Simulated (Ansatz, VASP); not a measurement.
**Two plane-wave programs on CdS**

Contents of INCAR:

```
SYSTEM = CdS
PREC = Accurate
ENCUT = 520
EDIFF = 1E-6
ISMEAR = -1
SIGMA = 0.05
LREAL = .False.
LASPH = .True.
NELM = 80
ALGO = Normal
ISIF = 2
LWAVE = .False.
LCHARG = .False.
GGA = PE
ALDAC = 0.0
AGGAC = 0.0
NBANDS = 26
```

Contents of KPOINTS:

```
Automatic mesh
0
Gamma
  7 7 4
  0 0 0
```

File POSCAR:

```
CdS
1.0
    4.0652823512      0.0000000000      0.0000000000
   -2.0326411756      3.5206377897      0.0000000000
    0.0000000000      0.0000000000      6.5994716144
Cd S
2 2
Direct
    0.6666666667      0.3333333333      0.5000000000
    0.3333333333      0.6666666667      0.0000000000
    0.6666666667      0.3333333333      0.8750000000
    0.3333333333      0.6666666667      0.3750000000
```

The input input.yaml:

```yaml
crystal:
  lattice:
    - [4.0652823512, 0.0, 0.0]
    - [-2.0326411756, 3.5206377897, 0.0]
    - [0.0, 0.0, 6.5994716144]
  atoms:
    - { symbol: Cd, position: [0.6666666667, 0.3333333333, 0.5] }
    - { symbol: Cd, position: [0.3333333333, 0.6666666667, 0.0] }
    - { symbol: S, position: [0.6666666667, 0.3333333333, 0.875] }
    - { symbol: S, position: [0.3333333333, 0.6666666667, 0.375] }
hamiltonian:
  xc: { exchange: pbe, correlation: none }
  pseudopotentials: { kind: paw }
kpoints:
  mp_grid: { grid: [7, 7, 4] }
scf:
  occupations: { method: fermi_dirac, width: 0.05 }
output:
  forces: true
  stress: true
  eigenvalues: true
  write_density: true
  write_potential: true
  elf: true
  volumetric_format: npy
```

Alike in both runs: task single point; functional PBE exchange alone; k mesh 7 × 7 × 4; occupations fermi-dirac, width 0.05 eV; no spin polarisation.

|  | VASP | Ansatz |
| --- | --- | --- |
| version | VASP 6.6.1 | Ansatz 0.2.0 |
| potentials or method | VASP PAW PBE potentials, release 64 (Cd, S) | Ansatz PAW |
| plane-wave cutoff (eV) | 520 | 420 |
| valence electrons in the cell | 36 | 52 |

VASP gave:

| Quantity | Value |
| --- | --- |
| gap on the k mesh at the Fermi level (eV) | 1.34 |
| least direct gap on the mesh (eV) | 1.34 |
| pressure (GPa) | 16.6 |
| traceless stress, the component that is largest in VASP (GPa) | 0.84 |
| rms of the force components (eV/Å) | 0.046 |

Task: Estimate Ansatz's values.

Result: gap on the k mesh at the Fermi level (eV): 1.33; least direct gap on the mesh (eV): 1.33; pressure (GPa): 16.2; traceless stress, the component that is largest in VASP (GPa): 0.81; rms of the force components (eV/Å): 0.045.

VASP's potentials were made for PBE, not for PBE exchange alone. Atom by atom the forces differ by 0.001 eV/Å (rms over components). VASP's potentials hold 36 valence electrons a cell and Ansatz's 52, so a difference there can come from the potentials and not from the codes.

Noted on Ansatz's run: odd divisions of the mesh miss points on the zone boundary, where band edges often lie, so the gap on the mesh can be too wide.
